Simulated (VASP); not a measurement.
# Sr (P6_3/mmc) in VASP: notebook

Sr is run at these levels: r2SCAN; tasks: single point.

Program: VASP 6.6.1. These are calculated values, not measurements. Logs are shortened: lines on timing, memory, paths and dates and some standing lists are left out, and cuts for length are marked.

## (1) The cell of the first run

Symmetry: P6_3/mmc, No. 194, hexagonal system. Conventional cell: a = 4.310 Å, b = 4.310 Å, c = 6.979 Å, α = 90.00°, β = 90.00°, γ = 120.00°. Sr (site symmetry -6m2) has 12 Sr at 4.29 to 4.31 Å within 5.6 Å.

This isn't the form of Sr at room conditions, which is fcc.

## (2) Single point, r2SCAN (strain -0.0100 x Voigt [0, 0, 1, 0, 0, 0])

POSCAR

```
Sr
1.0
    4.3100002207      0.0000000000      0.0000000000
   -2.1550001104      3.7325696814      0.0000000000
    0.0000000000      0.0000000000      6.9795000000
Sr
2
Direct
    0.3333333333      0.6666666667      0.2500000000
    0.6666666667      0.3333333333      0.7500000000
```

INCAR.step1

```
SYSTEM = Sr
ALGO = Normal
EDIFF = 1E-4
ENCUT = 520
GGA = PE
ISMEAR = 0
LASPH = .TRUE.
LCHARG = .FALSE.
LREAL = .FALSE.
LWAVE = .TRUE.
NBANDS = 17
NELM = 60
PREC = Accurate
SIGMA = 0.15
```

INCAR.step2

```
SYSTEM = Sr
ALGO = Normal
EDIFF = 1E-6
ENCUT = 520
ISIF = 2
ISMEAR = 0
ISTART = 1
LASPH = .TRUE.
LCHARG = .FALSE.
LMIXTAU = .TRUE.
LREAL = .FALSE.
LWAVE = .FALSE.
METAGGA = R2SCAN
NBANDS = 17
NELM = 60
PREC = Accurate
SIGMA = 0.15
```

KPOINTS

```
k-points
0
G
  12 12 8
  0 0 0
```

Potentials or basis: VASP PAW PBE potentials, release 64 (Sr_sv).

On the command line:

```sh
$ cat potpaw_PBE.64/Sr_sv/POTCAR > POTCAR
$ cp INCAR.step1 INCAR
$ mpirun -np 1 vasp_std > vasp.out
$ cp INCAR.step2 INCAR
$ mpirun -np 1 vasp_std > vasp.out
```

OUTCAR:

```text
SYSTEM = Sr
   EDIFF = 1E-6
   ENCUT = 520
   ISIF = 2
   ISMEAR = 0
   ISTART = 1
   LASPH = .TRUE.
   LREAL = .FALSE.
   METAGGA = R2SCAN
   NELM = 60
   PREC = Accurate

 ion  position               nearest neighbor table
   1  0.333  0.667  0.250-   2 4.29   2 4.29   2 4.29   2 4.29   2 4.29   2 4.29
   2  0.667  0.333  0.750-   1 4.29   1 4.29   1 4.29   1 4.29   1 4.29   1 4.29

  LATTYP: Found a hexagonal cell.
 ALAT       =     4.3100002207
 C/A-ratio  =     1.6193734670

  Lattice vectors:

 A1 = (   4.3100002207,   0.0000000000,   0.0000000000)
 A2 = (  -2.1550001104,   3.7325696814,   0.0000000000)
 A3 = (   0.0000000000,   0.0000000000,   6.9795000000)

Analysis of symmetry for initial positions (statically):
=====================================================================
 Subroutine PRICEL returns:
 Original cell was already a primitive cell.

 Routine SETGRP: Setting up the symmetry group for a
 hexagonal supercell.

 Subroutine GETGRP returns: Found 24 space group operations
 (whereof 12 operations were pure point group operations)
 out of a pool of 24 trial point group operations.

The static configuration has the point symmetry D_3d.
 The point group associated with its full space group is D_6h.

Analysis of symmetry for dynamics (positions and initial velocities):
=====================================================================
 Subroutine PRICEL returns:
 Original cell was already a primitive cell.

 Routine SETGRP: Setting up the symmetry group for a
 hexagonal supercell.

 Subroutine GETGRP returns: Found 24 space group operations
 (whereof 12 operations were pure point group operations)
 out of a pool of 24 trial point group operations.

The dynamic configuration has the point symmetry D_3d.
 The point group associated with its full space group is D_6h.

 Subroutine INISYM returns: Found 24 space group operations
 (whereof 12 operations are pure point group operations),
 and found     1 'primitive' translations

----------------------------------------------------------------------------------------

                                     Primitive cell

  volume of cell :     112.2818

  direct lattice vectors                    reciprocal lattice vectors
     4.310000221  0.000000000  0.000000000     0.232018550  0.133955972  0.000000000
    -2.155000110  3.732569681  0.000000000     0.000000000  0.267911944  0.000000000
     0.000000000  0.000000000  6.979500000     0.000000000  0.000000000  0.143276739

  length of vectors
     4.310000221  4.310000221  6.979500000     0.267911944  0.267911944  0.143276739

  position of ions in fractional coordinates (direct lattice)
     0.333333333  0.666666667  0.250000000
     0.666666667  0.333333333  0.750000000

  ion indices of the primitive-cell ions
   primitive index   ion index
                 1           1
                 2           2

----------------------------------------------------------------------------------------

 KPOINTS: k-points

Automatic generation of k-mesh.
 Grid dimensions read from file:
 generate k-points for:   12   12    8

 Generating k-lattice:

  Cartesian coordinates                     Fractional coordinates (reciprocal lattice)
     0.019334879  0.011162998  0.000000000     0.083333333  0.000000000  0.000000000
     0.000000000  0.022325995  0.000000000     0.000000000  0.083333333  0.000000000
     0.000000000  0.000000000  0.017909592     0.000000000  0.000000000  0.125000000

  Length of vectors
     0.022325995  0.022325995  0.017909592

  Shift w.r.t. Gamma in fractional coordinates (k-lattice)
     0.000000000  0.000000000  0.000000000

 Subroutine IBZKPT returns following result:
 ===========================================

 Found     95 irreducible k-points:

 Following reciprocal coordinates:
            Coordinates               Weight
  0.000000  0.000000  0.000000      1.000000
  0.083333  0.000000  0.000000      6.000000
  0.166667  0.000000  0.000000      6.000000
  0.250000  0.000000  0.000000      6.000000
  0.333333  0.000000  0.000000      6.000000
  0.416667  0.000000  0.000000      6.000000
[... 16 lines left out ...]
  0.250000  0.000000  0.125000     12.000000
  0.333333  0.000000  0.125000     12.000000
 [... further k-points ...]
   k-points           NKPTS =     95   k-points in BZ     NKDIM =     95   number of bands    NBANDS=     17
   number of dos      NEDOS =    301   number of ions     NIONS =      2
   total plane-waves  NPLWV =  55296
   dimension x,y,z NGX =    32 NGY =   32 NGZ =   54
   dimension x,y,z NGXF=    64 NGYF=   64 NGZF=  108
   ions per type =               2
   NGX,Y,Z   is equivalent  to a cutoff of  12.34, 12.34, 12.86 a.u.
   NGXF,Y,Z  is equivalent  to a cutoff of  24.69, 24.69, 25.72 a.u.
 SYSTEM =  Sr
   PREC   = accura    normal or accurate (medium, high low for compatibility)
   ISTART =      1    job   : 0-new  1-cont  2-samecut
   ICHARG =      0    charge: 1-file 2-atom 10-const
   ISPIN  =      1    spin polarized calculation?
   LNONCOLLINEAR =      F non collinear calculations
   LSORBIT =      F    spin-orbit coupling
   LASPH  =      T    aspherical Exc in radial PAW
   ENCUT  =  520.0 eV  38.22 Ry    6.18 a.u.   8.01  8.01 12.98*2*pi/ulx,y,z
   NELM   =     60;   NELMIN=  2; NELMDL=  0     # of ELM steps
   EDIFF  = 0.1E-05   stopping-criterion for ELM
   LREAL  =      F    real-space projection
   EDIFFG = 0.1E-04   stopping-criterion for IOM
   NSW    =      0    number of steps for IOM
   IBRION =     -1    ionic relax: 0-MD 1-quasi-New 2-CG
   NFREE  =      0    steps in history (QN), initial steepest desc. (CG)
   ISIF   =      2    stress and relaxation
   ISYM   =      2    0-nonsym 1-usesym 2-fastsym
   POTIM  = 0.5000    time-step for ionic-motion
   TEBEG  =    0.0;   TEEND  =   0.0 temperature during run
   PSTRESS=    0.0 pullay stress
   NELECT =      20.0000    total number of electrons
   NUPDOWN=      -1.0000    fix difference up-down
   EMIN   =  10.00;   EMAX   =-10.00  energy-range for DOS
   EFERMI =   0.00;   METHOD = LEGACY
   ISMEAR =     0;   SIGMA  =   0.15  broadening in eV -4-tet -1-fermi 0-gaus
   EFERMI_NEDOS =   21; number of points for ismear=-14 and -15
   IALGO  =     38    algorithm
   IMIX   =      4    mixing-type and parameters
     AMIX     =   0.40;   BMIX     =  1.00
     AMIX_MAG =   1.60;   BMIX_MAG =  1.00
  volume/ion in A,a.u.               =      56.14       378.86
  Fermi-wavevector in a.u.,A,eV,Ry     =   0.921117  1.740659 11.543962  0.848457
  Thomas-Fermi vector in A             =   2.046498
   LORBIT       =      0    0 simple, 1 ext, 2 COOP (PROOUT), +10 PAW based schemes
   METAGGA = R2SCAN    functional components
   LHFCALC =     F    Hartree Fock is set to
   AEXX    =    0.0000 exact exchange contribution
   IVDW    =     0    specifies the selected vdW correction
   LEPSILON=     F    determine dielectric tensor
   LRPA    =     F    only Hartree local field effects (RPA)
 non-spin polarized calculation
 Gauss-broadening in eV      SIGMA  =   0.15
  energy-cutoff  :      520.00
  volume of cell :      112.28
 maximum number of plane-waves:      3066
   NGX = 17   NGY = 17   NGZ = 25

 number of electron      20.0000000 magnetization

 Free energy of the ion-electron system (eV)
  ---------------------------------------------------
  ext. energy  EPLUGINS =         0.00000000
  ---------------------------------------------------
  free energy    TOTEN  =       -30.20008806 eV

  energy without entropy =      -30.17353933  energy(sigma->0) =      -30.18681370

 E-fermi :   1.5715     XC(G=0):  -7.7300

 val. band max:        1.5704475804   @ k =   0.2500   0.0833   0.0000
 cond. band min:       1.5827918771   @ k =   0.3333   0.0000   0.0000
 fundamental gap:      0.0123442967
 Fermi energy:         1.5714790709

 k-point     1 :       0.0000    0.0000    0.0000
  band No.  band energies     occupation
      1     -36.5164      2.00000
      2     -36.5020      2.00000
      3     -17.9679      2.00000
      4     -17.8082      2.00000
      5     -17.8082      2.00000
      6     -17.7811      2.00000
[... 9 lines left out ...]
     16       4.5918      0.00000
     17       5.0936      0.00000

 k-point     2 :       0.0833    0.0000    0.0000
  band No.  band energies     occupation
      1     -36.5156      2.00000
      2     -36.5016      2.00000
      3     -17.9636      2.00000
      4     -17.8176      2.00000
      5     -17.8112      2.00000
      6     -17.7909      2.00000
[... 9 lines left out ...]
     16       4.6881      0.00000
     17       4.8951      0.00000

 k-point     3 :       0.1667    0.0000    0.0000
  band No.  band energies     occupation
      1     -36.5134      2.00000
      2     -36.5007      2.00000
      3     -17.9513      2.00000
      4     -17.8435      2.00000
      5     -17.8193      2.00000
      6     -17.8174      2.00000
[... 9 lines left out ...]
     16       4.7072      0.00000
     17       4.7102      0.00000

 k-point     4 :       0.2500    0.0000    0.0000
  band No.  band energies     occupation
      1     -36.5102      2.00000
      2     -36.4994      2.00000
      3     -17.9329      2.00000
      4     -17.8791      2.00000
      5     -17.8526      2.00000
      6     -17.8300      2.00000
[... 9 lines left out ...]
     16       4.9358      0.00000
     17       5.0535      0.00000

 k-point     5 :       0.3333    0.0000    0.0000
  band No.  band energies     occupation
      1     -36.5067      2.00000
      2     -36.4985      2.00000
      3     -17.9151      2.00000
      4     -17.9114      2.00000
      5     -17.8867      2.00000
      6     -17.8405      2.00000
[... 9 lines left out ...]
     16       5.4751      0.00000
     17       5.5226      0.00000

 k-point     6 :       0.4167    0.0000    0.0000
  band No.  band energies     occupation
      1     -36.5039      2.00000
      2     -36.4980      2.00000
      3     -17.9414      2.00000
      4     -17.9112      2.00000
      5     -17.8915      2.00000
      6     -17.8479      2.00000
[... 9 lines left out ...]
     16       5.9377      0.00000
     17       6.2324      0.00000

 k-point     7 :       0.5000    0.0000    0.0000
  band No.  band energies     occupation
      1     -36.5027      2.00000
      2     -36.4980      2.00000
      3     -17.9511      2.00000
      4     -17.9201      2.00000
      5     -17.8822      2.00000
      6     -17.8507      2.00000
[... 9 lines left out ...]
     16       6.2697      0.00000
     17       6.7571      0.00000

 k-point     8 :       0.0833    0.0833    0.0000
  band No.  band energies     occupation
      1     -36.5141      2.00000
      2     -36.5010      2.00000
      3     -17.9553      2.00000
      4     -17.8336      2.00000
      5     -17.8212      2.00000
      6     -17.8051      2.00000
[... 9 lines left out ...]
     16       4.5878      0.00000
     17       4.7713      0.00000
[... 203 lines left out ...]
      1     -36.4993      2.00000
      2     -36.4993      2.00000
      3     -17.9215      2.00000
      4     -17.8939      2.00000
      5     -17.8939      2.00000
      6     -17.8628      2.00000
[... 9 lines left out ...]
     16       5.6372      0.00000
     17       5.6372      0.00000

 k-point    20 :       0.0000    0.0000    0.1250
  band No.  band energies     occupation
      1     -36.5159      2.00000
      2     -36.5026      2.00000
      3     -17.9607      2.00000
      4     -17.8072      2.00000
      5     -17.8072      2.00000
      6     -17.7821      2.00000
[... 9 lines left out ...]
     16       4.5335      0.00000
     17       5.1960      0.00000

 k-point    21 :       0.0833    0.0000    0.1250
  band No.  band energies     occupation
      1     -36.5151      2.00000
      2     -36.5022      2.00000
      3     -17.9568      2.00000
      4     -17.8164      2.00000
      5     -17.8101      2.00000
      6     -17.7945      2.00000
[... 9 lines left out ...]
     16       4.6121      0.00000
     17       5.0740      0.00000

 k-point    22 :       0.1667    0.0000    0.1250
  band No.  band energies     occupation
      1     -36.5129      2.00000
      2     -36.5012      2.00000
      3     -17.9460      2.00000
      4     -17.8416      2.00000
      5     -17.8215      2.00000
      6     -17.8181      2.00000
[... 9 lines left out ...]
     16       4.7235      0.00000
     17       4.9293      0.00000

 k-point    23 :       0.2500    0.0000    0.1250
  band No.  band energies     occupation
      1     -36.5098      2.00000
      2     -36.4999      2.00000
      3     -17.9315      2.00000
      4     -17.8748      2.00000
      5     -17.8564      2.00000
      6     -17.8286      2.00000
[... 9 lines left out ...]
     16       4.9434      0.00000
     17       5.1130      0.00000

 k-point    24 :       0.3333    0.0000    0.1250
  band No.  band energies     occupation
      1     -36.5064      2.00000
      2     -36.4988      2.00000
      3     -17.9282      2.00000
      4     -17.8976      2.00000
      5     -17.8868      2.00000
      6     -17.8389      2.00000
[... 9 lines left out ...]
     16       5.4670      0.00000
     17       5.4734      0.00000

 [... further k-points ...]

------------------------ aborting loop because EDIFF is reached ----------------------------------------

  FORCE on cell =-STRESS in cart. coord.  units (eV):
  Direction    XX          YY          ZZ          XY          YZ          ZX
  --------------------------------------------------------------------------------------
  -------------------------------------------------------------------------------------
  Total        0.0732868      0.0732868      0.3700401     -0.0000000     -0.0000000      0.0000000
  in kB        1.0457475      1.0457475      5.2801934     -0.0000000     -0.0000000      0.0000000
  external PRESSURE =       2.4572295 kB  Pullay stress =       0.0000000 kB

 VOLUME and BASIS-vectors are now :
 -----------------------------------------------------------------------------
  energy-cutoff  :      520.00
  volume of cell :      112.28
      direct lattice vectors                 reciprocal lattice vectors
     4.310000221  0.000000000  0.000000000     0.232018550  0.133955972  0.000000000
    -2.155000110  3.732569681  0.000000000     0.000000000  0.267911944  0.000000000
     0.000000000  0.000000000  6.979500000     0.000000000  0.000000000  0.143276739

 POSITION                                       TOTAL-FORCE (eV/Angst)
 -----------------------------------------------------------------------------------
     -0.00000      2.48838      1.74487         0.000000     -0.000000      0.000000
      2.15500      1.24419      5.23462        -0.000000      0.000000      0.000000
 -----------------------------------------------------------------------------------
    total drift:                                0.000000     -0.000000      0.000000

  FREE ENERGIE OF THE ION-ELECTRON SYSTEM (eV)
  ---------------------------------------------------
  free  energy   TOTEN  =       -30.2000880646 eV

  energy  without entropy=      -30.1735393270  energy(sigma->0) =      -30.18681370
```

Wall time 5.1 min (1 thread of Intel Xeon Platinum 8488C (Sapphire Rapids), shared host); peak memory 0.34 GiB.

Results:

```
Free energy            : -30.2001 eV
Pressure               : 0.2 GPa
Band gap on the k mesh : zero (bands 10 and 11 overlap by 0.42 eV)
```

Stress tensor (GPa, compression positive):
```
0.10 0.00 0.00
0.00 0.10 0.00
0.00 0.00 0.53
```

Caveat: the cell differs from its parent crystal (strain -0.0100 x Voigt [0, 0, 1, 0, 0, 0]); the PAW data sets were made with another functional, which shifts forces and pressure a little.

(Part 1 of 2 ends here.)
